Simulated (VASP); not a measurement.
# Hf in VASP: a series of runs

The runs below take Hf through single point, with PBE+D3(BJ).

Program: VASP 6.6.1. These are calculated values, not measurements. Logs are shortened: lines on timing, memory, paths and dates and some standing lists are left out, and cuts for length are marked.

**1. The cell of the first run**

The cell holds a slab with vacuum, 4 atoms: a = 3.171 Å, b = 5.017 Å, c = 17.662 Å, α = 90.00°, β = 90.00°, γ = 90.00°.

**2. Single point, PBE+D3(BJ)**

File INCAR:

```
PREC = Accurate
ENCUT = 520
EDIFF = 1E-7
ISMEAR = 0
SIGMA = 0.1
LREAL = False
LASPH = True
NELM = 80
ALGO = Fast
ISIF = 2
LWAVE = False
LCHARG = False
LDIPOL = True
IDIPOL = 3
DIPOL = 0.5 0.5 0.495
GGA = PE
IVDW = 12
NBANDS = 28
```

File KPOINTS:

```
regular mesh
0
Gamma
  9 6 1
```

File POSCAR:

```
Hf
1.0
    3.1711760703      0.0000000000      0.0000000000
    0.0000000000      5.0167614026      0.0000000000
    0.0000000000      0.0000000000     17.6617587156
Hf
4
Direct
    0.0000000000      0.7500000000      0.3963365208
    0.5000000000      0.2500000000      0.4481682604
    0.5000000000      0.7500000000      0.5419605892
    0.0000000000      0.2500000000      0.5926091682
```

Potentials or basis: VASP PAW PBE potentials, release 64 (Hf_pv).

Run with:

```console
> cat potpaw_PBE.64/Hf_pv/POTCAR > POTCAR
> mpirun -np 1 vasp_std > vasp.out
```

OUTCAR:

```text
PREC = Accurate
   ENCUT = 520
   EDIFF = 1E-7
   ISMEAR = 0
   LREAL = False
   LASPH = True
   NELM = 80
   ISIF = 2
   GGA = PE
   IVDW = 12
 IVDW          = 12

 ion  position               nearest neighbor table
   1  0.000  0.750  0.396-   3 3.02   3 3.02   2 3.11   2 3.11   2 3.11   2 3.11
   2  0.500  0.250  0.448-   4 3.00   4 3.00   3 3.01   3 3.01   1 3.11   1 3.11   1 3.11   1 3.11

   3  0.500  0.750  0.542-   2 3.01   2 3.01   1 3.02   1 3.02   4 3.10   4 3.10   4 3.10   4 3.10

   4  0.000  0.250  0.593-   2 3.00   2 3.00   3 3.10   3 3.10   3 3.10   3 3.10

  LATTYP: Found a simple orthorhombic cell.
 ALAT       =     3.1711760703
 B/A-ratio  =     1.5819876574
 C/A-ratio  =     5.5694664453

  Lattice vectors:

 A1 = (   3.1711760703,   0.0000000000,   0.0000000000)
 A2 = (   0.0000000000,   5.0167614026,   0.0000000000)
 A3 = (   0.0000000000,   0.0000000000,  17.6617587156)

Analysis of symmetry for initial positions (statically):
=====================================================================
 Subroutine PRICEL returns:
 Original cell was already a primitive cell.

 Routine SETGRP: Setting up the symmetry group for a
 simple orthorhombic supercell.

 Subroutine GETGRP returns: Found  4 space group operations
 (whereof  2 operations were pure point group operations)
 out of a pool of  8 trial point group operations.

The static configuration has the point symmetry C_1h.
 The point group associated with its full space group is C_2v.

Analysis of symmetry for dynamics (positions and initial velocities):
=====================================================================
 Subroutine PRICEL returns:
 Original cell was already a primitive cell.

 Routine SETGRP: Setting up the symmetry group for a
 simple orthorhombic supercell.

 Subroutine GETGRP returns: Found  4 space group operations
 (whereof  2 operations were pure point group operations)
 out of a pool of  8 trial point group operations.

The dynamic configuration has the point symmetry C_1h.
 The point group associated with its full space group is C_2v.

 Subroutine INISYM returns: Found  4 space group operations
 (whereof  2 operations are pure point group operations),
 and found     1 'primitive' translations

----------------------------------------------------------------------------------------

                                     Primitive cell

  volume of cell :     280.9815

  direct lattice vectors                    reciprocal lattice vectors
     3.171176070  0.000000000  0.000000000     0.315340422  0.000000000  0.000000000
     0.000000000  5.016761403  0.000000000     0.000000000  0.199331784  0.000000000
     0.000000000  0.000000000 17.661758716     0.000000000  0.000000000  0.056619503

  length of vectors
     3.171176070  5.016761403 17.661758716     0.315340422  0.199331784  0.056619503

  position of ions in fractional coordinates (direct lattice)
     0.000000000  0.750000000  0.396336521
     0.500000000  0.250000000  0.448168260
     0.500000000  0.750000000  0.541960589
     0.000000000  0.250000000  0.592609168

  ion indices of the primitive-cell ions
   primitive index   ion index
                 1           1
                 2           2
                 3           3
                 4           4

----------------------------------------------------------------------------------------

 KPOINTS: regular mesh

Automatic generation of k-mesh.
 Grid dimensions read from file:
 generate k-points for:    9    6    1

 Generating k-lattice:

  Cartesian coordinates                     Fractional coordinates (reciprocal lattice)
     0.035037825  0.000000000  0.000000000     0.111111111  0.000000000  0.000000000
     0.000000000  0.033221964  0.000000000     0.000000000  0.166666667  0.000000000
     0.000000000  0.000000000  0.056619503     0.000000000  0.000000000  1.000000000

  Length of vectors
     0.035037825  0.033221964  0.056619503

  Shift w.r.t. Gamma in fractional coordinates (k-lattice)
     0.000000000  0.000000000  0.000000000

 Subroutine IBZKPT returns following result:
 ===========================================

 Found     20 irreducible k-points:

 Following reciprocal coordinates:
            Coordinates               Weight
  0.000000  0.000000  0.000000      1.000000
  0.111111  0.000000  0.000000      2.000000
  0.222222  0.000000  0.000000      2.000000
  0.333333  0.000000  0.000000      2.000000
  0.444444  0.000000  0.000000      2.000000
  0.000000  0.166667  0.000000      2.000000
[... 12 lines left out ...]
  0.333333  0.500000  0.000000      2.000000
  0.444444  0.500000  0.000000      2.000000
   k-points           NKPTS =     20   k-points in BZ     NKDIM =     20   number of bands    NBANDS=     28
   number of dos      NEDOS =    301   number of ions     NIONS =      4
   total plane-waves  NPLWV = 134400
   dimension x,y,z NGX =    24 NGY =   40 NGZ =  140
   dimension x,y,z NGXF=    48 NGYF=   80 NGZF=  280
   ions per type =               4
   NGX,Y,Z   is equivalent  to a cutoff of  12.58, 13.26, 13.18 a.u.
   NGXF,Y,Z  is equivalent  to a cutoff of  25.16, 26.51, 26.36 a.u.
 SYSTEM =  unknown system
   PREC   = accura    normal or accurate (medium, high low for compatibility)
   ISTART =      0    job   : 0-new  1-cont  2-samecut
   ICHARG =      2    charge: 1-file 2-atom 10-const
   ISPIN  =      1    spin polarized calculation?
   LNONCOLLINEAR =      F non collinear calculations
   LSORBIT =      F    spin-orbit coupling
   LASPH  =      T    aspherical Exc in radial PAW
   ENCUT  =  520.0 eV  38.22 Ry    6.18 a.u.   5.90  9.33 32.84*2*pi/ulx,y,z
   NELM   =     80;   NELMIN=  2; NELMDL= -5     # of ELM steps
   EDIFF  = 0.1E-06   stopping-criterion for ELM
   LREAL  =      F    real-space projection
   EDIFFG = 0.1E-05   stopping-criterion for IOM
   NSW    =      0    number of steps for IOM
   IBRION =     -1    ionic relax: 0-MD 1-quasi-New 2-CG
   NFREE  =      0    steps in history (QN), initial steepest desc. (CG)
   ISIF   =      2    stress and relaxation
   ISYM   =      2    0-nonsym 1-usesym 2-fastsym
   POTIM  = 0.5000    time-step for ionic-motion
   TEBEG  =    0.0;   TEEND  =   0.0 temperature during run
   PSTRESS=    0.0 pullay stress
   NELECT =      40.0000    total number of electrons
   NUPDOWN=      -1.0000    fix difference up-down
   EMIN   =  10.00;   EMAX   =-10.00  energy-range for DOS
   EFERMI =   0.00;   METHOD = LEGACY
   ISMEAR =     0;   SIGMA  =   0.10  broadening in eV -4-tet -1-fermi 0-gaus
   EFERMI_NEDOS =   21; number of points for ismear=-14 and -15
   IALGO  =     68    algorithm
   IMIX   =      4    mixing-type and parameters
     AMIX     =   0.40;   BMIX     =  1.00
     AMIX_MAG =   1.60;   BMIX_MAG =  1.00
  volume/ion in A,a.u.               =      70.25       474.04
  Fermi-wavevector in a.u.,A,eV,Ry     =   0.854809  1.615354  9.941748  0.730698
  Thomas-Fermi vector in A             =   1.971462
   LORBIT       =      0    0 simple, 1 ext, 2 COOP (PROOUT), +10 PAW based schemes
   GGA     = PE    functional components
   LHFCALC =     F    Hartree Fock is set to
   AEXX    =    0.0000 exact exchange contribution
   IVDW    =    12    specifies the selected vdW correction
   LEPSILON=     F    determine dielectric tensor
   LRPA    =     F    only Hartree local field effects (RPA)
 non-spin polarized calculation
 RMM-DIIS sequential band-by-band and
 Gauss-broadening in eV      SIGMA  =   0.10
  energy-cutoff  :      520.00
  volume of cell :      280.98
 maximum number of plane-waves:      7602
 NGX is ok and might be reduce to    24

 dipolmoment           0.000000      0.000000     -0.009915 electrons x Angstroem

 number of electron      39.9999991 magnetization

 dipolmoment           0.000000      0.000000      0.003053 electrons x Angstroem

 Free energy of the ion-electron system (eV)
  ---------------------------------------------------
  ext. energy  EPLUGINS =         0.00000000
  ---------------------------------------------------
  free energy    TOTEN  =       -35.95524326 eV

  energy without entropy =      -35.92043285  energy(sigma->0) =      -35.93783805

 E-fermi :  -0.9422     XC(G=0):  -4.7047

 val. band max:       -0.9471954973   @ k =   0.3333   0.1667   0.0000
 cond. band min:      -0.9133922361   @ k =   0.2222   0.1667   0.0000
 fundamental gap:      0.0338032612
 Fermi energy:        -0.9422280264

 k-point     1 :       0.0000    0.0000    0.0000
  band No.  band energies     occupation
      1     -32.2371      2.00000
      2     -32.1981      2.00000
      3     -32.1813      2.00000
      4     -32.0422      2.00000
      5     -31.7003      2.00000
      6     -31.6443      2.00000
[... 20 lines left out ...]
     27       0.7472      0.00000
     28       1.1752      0.00000

 k-point     2 :       0.1111    0.0000    0.0000
  band No.  band energies     occupation
      1     -32.2309      2.00000
      2     -32.1891      2.00000
      3     -32.1581      2.00000
      4     -32.0278      2.00000
      5     -31.7485      2.00000
      6     -31.7083      2.00000
[... 20 lines left out ...]
     27       1.1868      0.00000
     28       1.2248      0.00000

 k-point     3 :       0.2222    0.0000    0.0000
  band No.  band energies     occupation
      1     -32.2187      2.00000
      2     -32.1664      2.00000
      3     -32.0940      2.00000
      4     -31.9901      2.00000
      5     -31.8705      2.00000
      6     -31.8474      2.00000
[... 492 lines left out ...]
      3     -32.0777      2.00000
      4     -32.0676      2.00000
      5     -31.9893      2.00000
      6     -31.9785      2.00000
[... 20 lines left out ...]
     27       1.6761      0.00000
     28       1.6779      0.00000

 k-point    20 :       0.4444    0.5000    0.0000
  band No.  band energies     occupation
      1     -32.1966      2.00000
      2     -32.1772      2.00000
      3     -32.1705      2.00000
      4     -32.1543      2.00000
      5     -31.9985      2.00000
      6     -31.9898      2.00000
[... 20 lines left out ...]
     27       1.5069      0.00000
     28       1.5342      0.00000

------------------------ aborting loop because EDIFF is reached ----------------------------------------

 vacuum level on the upper side and lower side of the slab       (xc-potential included)        -0.180        -0.208

 Edisp (eV)   -0.99500

 E8    (eV) :    -0.5592

  FORCE on cell =-STRESS in cart. coord.  units (eV):
  Direction    XX          YY          ZZ          XY          YZ          ZX
  --------------------------------------------------------------------------------------
  -------------------------------------------------------------------------------------
  Total      -4.00718    -0.30914    -0.29881     0.00000     0.00000     0.00000
  in kB     -22.84923    -1.76274    -1.70384     0.00000     0.00000     0.00000
  external pressure =       -8.77 kB  Pullay stress =        0.00 kB

 VOLUME and BASIS-vectors are now :
 -----------------------------------------------------------------------------
  energy-cutoff  :      520.00
  volume of cell :      280.98
      direct lattice vectors                 reciprocal lattice vectors
     3.171176070  0.000000000  0.000000000     0.315340422  0.000000000  0.000000000
     0.000000000  5.016761403  0.000000000     0.000000000  0.199331784  0.000000000
     0.000000000  0.000000000 17.661758716     0.000000000  0.000000000  0.056619503

 POSITION                                       TOTAL-FORCE (eV/Angst)
 -----------------------------------------------------------------------------------
      0.00000      3.76257      7.00000         0.000000      0.000000      0.133115
      1.58559      1.25419      7.91544         0.000000      0.000000     -0.065216
      1.58559      3.76257      9.57198         0.000000      0.000000     -0.037174
      0.00000      1.25419     10.46652         0.000000      0.000000     -0.030725
 -----------------------------------------------------------------------------------
    total drift:                                0.000000     -0.000000      0.000104

  FREE ENERGIE OF THE ION-ELECTRON SYSTEM (eV)
  ---------------------------------------------------
  free  energy   TOTEN  =       -36.9502459224 eV

  energy  without entropy=      -36.9154355082  energy(sigma->0) =      -36.93284072

 vacuum level on the upper side and lower side of the slab         2.780         2.751
```

It took 2.8 min on 1 thread of Intel Xeon 6975P-C (Granite Rapids), shared host; peak memory 0.41 GiB.

What came out:

```
Free energy                : -36.9502 eV
Largest force              : 0.133 eV/Å
Band gap on the k mesh     : zero (bands 20 and 21 overlap by 0.69 eV)
Dispersion energy per atom : -0.249 eV
```

Forces on the atoms (eV/Å):
```
Hf   0.000  0.000  0.133
Hf   0.000  0.000 -0.065
Hf   0.000  0.000 -0.037
Hf   0.000  0.000 -0.031
```

Caveat: spin-orbit coupling is left out, which moves the levels of the heavy elements.

**3. Single point, PBE+D3(BJ)**

This run uses another cell than the first one: it holds 8 atoms, not 4.

File INCAR:

```
SYSTEM = Hf
PREC = Accurate
ENCUT = 520
EDIFF = 1E-6
ISMEAR = 0
SIGMA = 0.1
LREAL = .FALSE.
LASPH = .TRUE.
NELM = 100
ALGO = Fast
ISIF = 2
LWAVE = .FALSE.
LCHARG = .FALSE.
LDIPOL = .TRUE.
IDIPOL = 3
DIPOL = 0.5 0.5 0.258
GGA = PE
IVDW = 12
NBANDS = 50
```

File KPOINTS:

```
regular mesh
0
G
  4 6 1
  0 0 0
```

File POSCAR:

```
Hf
1.0
    6.3423521406      0.0000000000      0.0000000000
    0.0000000000      5.0167614026      0.0000000000
    0.0000000000      0.0000000000     22.2165201410
Hf
8
Direct
    0.0000000000      0.7500000000      0.1800461987
    0.5000000000      0.7500000000      0.1800461987
    0.2500000000      0.2500000000      0.2212515573
    0.7500000000      0.2500000000      0.2212515573
    0.2500000000      0.7500000000      0.2958148764
    0.7500000000      0.7500000000      0.2958148764
    0.0000000000      0.2500000000      0.3360796422
    0.5000000000      0.2500000000      0.3360796422
```

Potentials or basis: VASP PAW PBE potentials, release 64 (Hf_pv).

Run with:

```console
> cat potpaw_PBE.64/Hf_pv/POTCAR > POTCAR
> mpirun -np 1 vasp_std > vasp.out
```

OUTCAR:

```text
SYSTEM = Hf
   PREC = Accurate
   ENCUT = 520
   EDIFF = 1E-6
   ISMEAR = 0
   LREAL = .FALSE.
   LASPH = .TRUE.
   NELM = 100
   ISIF = 2
   GGA = PE
   IVDW = 12
 IVDW          = 12

 ion  position               nearest neighbor table
   1  0.000  0.750  0.180-   5 3.02   6 3.02   3 3.11   4 3.11   3 3.11   4 3.11   2 3.17   2 3.17

[... 877 lines left out ...]
  Total      -8.01905    -0.82958    -0.57135     0.00000     0.00000     0.00000
  in kB     -18.17539    -1.88027    -1.29498     0.00000     0.00000     0.00000
  external pressure =       -7.12 kB  Pullay stress =        0.00 kB

 VOLUME and BASIS-vectors are now :
 -----------------------------------------------------------------------------
  energy-cutoff  :      520.00
  volume of cell :      706.89
      direct lattice vectors                 reciprocal lattice vectors
     6.342352141  0.000000000  0.000000000     0.157670211  0.000000000  0.000000000
     0.000000000  5.016761403  0.000000000     0.000000000  0.199331784  0.000000000
     0.000000000  0.000000000 22.216520141     0.000000000  0.000000000  0.045011550

 POSITION                                       TOTAL-FORCE (eV/Angst)
 -----------------------------------------------------------------------------------
      0.00000      3.76257      4.00000         0.000000     -0.000000      0.141671
      3.17118      3.76257      4.00000         0.000000      0.000000      0.141671
      1.58559      1.25419      4.91544        -0.000000      0.000000     -0.084101
      4.75676      1.25419      4.91544        -0.000000      0.000000     -0.084101
      1.58559      3.76257      6.57198         0.000000     -0.000000     -0.019567
      4.75676      3.76257      6.57198         0.000000     -0.000000     -0.019567
      0.00000      1.25419      7.46652         0.000000      0.000000     -0.038003
      3.17118      1.25419      7.46652         0.000000      0.000000     -0.038003
 -----------------------------------------------------------------------------------
    total drift:                                0.000000     -0.000000      0.000800

  FREE ENERGIE OF THE ION-ELECTRON SYSTEM (eV)
  ---------------------------------------------------
  free  energy   TOTEN  =       -73.9061908913 eV

  energy  without entropy=      -73.8464327044  energy(sigma->0) =      -73.87631180

 vacuum level on the upper side and lower side of the slab         2.271         2.231
```

stdout:

```text
POSCAR found type information on POSCAR Hf
 POSCAR found :  1 types and       8 ions
 scaLAPACK will be used
 LDA part: xc-table for (Slater+PW92), standard interpolation
 POSCAR, INCAR and KPOINTS ok, starting setup
 FFT: planning ... GRIDC
 FFT: planning ... GRID_SOFT
 FFT: planning ... GRID
 WAVECAR not read
 entering main loop
```

It took 13 min on 1 thread of Intel Xeon 6975P-C (Granite Rapids), shared host; peak memory 0.84 GiB.

What came out:

| Quantity | Value |
| --- | --- |
| Free energy | -73.9062 eV |
| Largest force | 0.142 eV/Å |
| Band gap on the k mesh | zero (bands 40 and 41 overlap by 0.45 eV) |
| Dispersion energy per atom | -0.248 eV |

Forces on the atoms (eV/Å):
```
Hf   0.000  0.000  0.142
Hf   0.000  0.000  0.142
Hf   0.000  0.000 -0.084
Hf   0.000  0.000 -0.084
Hf   0.000  0.000 -0.020
Hf   0.000  0.000 -0.020
Hf   0.000  0.000 -0.038
Hf   0.000  0.000 -0.038
```

Caveat: spin-orbit coupling is left out, which moves the levels of the heavy elements.

**4. Single point, PBE+D3(BJ)**

This run uses another cell than the first one: it holds 8 atoms, not 4.

Changes to INCAR since step 3:

```diff
@@ -9,3 +9,3 @@
 NELM = 100
-ALGO = Fast
+ALGO = Normal
 ISIF = 2
@@ -15,3 +15,3 @@
 IDIPOL = 3
-DIPOL = 0.5 0.5 0.258
+DIPOL = 0.5 0.5 0.259
 GGA = PE
```

KPOINTS is that of step 3.

File POSCAR:

```
Hf
1.0
    6.3423521406      0.0000000000      0.0000000000
    0.0000000000      5.0167614026      0.0000000000
    0.0000000000      0.0000000000     22.1665201410
Hf
8
Direct
    0.0000000000      0.7500000000      0.1804523206
    0.5000000000      0.7500000000      0.1804523206
    0.2500000000      0.2500000000      0.2217506242
    0.7500000000      0.2500000000      0.2217506242
    0.2500000000      0.7500000000      0.2964821324
    0.7500000000      0.7500000000      0.2964821324
    0.0000000000      0.2500000000      0.3368377216
    0.5000000000      0.2500000000      0.3368377216
```

Run with:

```console
> cat potpaw_PBE.64/Hf_pv/POTCAR > POTCAR
> mpirun -np 1 vasp_std > vasp.out
```

Run time: 23 min. Hardware: 1 thread of AMD EPYC 7R43 (Zen 3), shared host; peak memory 0.79 GiB.

The run converged. Its results:

| Quantity | Value |
| --- | --- |
| Free energy | -73.9062 eV |
| Largest force | 0.142 eV/Å |
| Band gap on the k mesh | zero (bands 40 and 41 overlap by 0.45 eV) |
| Dispersion energy per atom | -0.248 eV |

Forces in eV/Å, atoms in the order of the input:
```
Hf   0.000  0.000  0.142
Hf   0.000  0.000  0.142
Hf   0.000  0.000 -0.084
Hf   0.000  0.000 -0.084
Hf   0.000  0.000 -0.020
Hf   0.000  0.000 -0.020
Hf   0.000  0.000 -0.038
Hf   0.000  0.000 -0.038
```

Levels at points of the mesh, in eV from the Fermi level:
```tsv
k point	band 36	band 37	band 38	band 39	band 40	band 41	band 42	band 43	band 44	band 45
(0.00, 0.00, 0.00)	-1.28	-0.71	-0.41	-0.35	0.12	0.44	0.45	0.70	0.87	0.89
(0.50, 0.00, 0.00)	-0.94	-0.43	-0.43	-0.35	-0.35	-0.34	-0.34	0.22	0.22	0.61
(0.00, 0.50, 0.00)	-0.90	-0.45	-0.44	-0.28	-0.26	0.49	0.49	0.60	0.60	0.80
(0.50, 0.50, 0.00)	-1.26	-0.17	-0.17	-0.16	-0.16	0.06	0.06	0.06	0.06	0.40
```

Caveat: spin-orbit coupling is left out, which moves the levels of the heavy elements.

**5. Summary**

| cell | k mesh | gap on the mesh (eV) | largest force (eV/Å) |
| --- | --- | --- | --- |
| a = 3.171, b = 5.017, c = 17.662 Å, 4 atoms, atomic positions A | 9 × 6 × 1 | none | 0.13 |
| a = 6.342, b = 5.017, c = 22.217 Å, 8 atoms, atomic positions B | 4 × 6 × 1 | none | 0.14 |
| a = 6.342, b = 5.017, c = 22.167 Å, 8 atoms, atomic positions B | 4 × 6 × 1 | none | 0.14 |

Alike in all rows: task single point; level PBE+D3(BJ); potentials or basis VASP PAW PBE potentials, release 64 (Hf_pv); no spin polarisation; cutoff (eV) 520; smearing gaussian 0.1 eV.

Caveats: spin-orbit coupling is left out, which moves the levels of the heavy elements.

Total energies depend on the potentials used, so only differences within one code and one set of settings carry meaning.
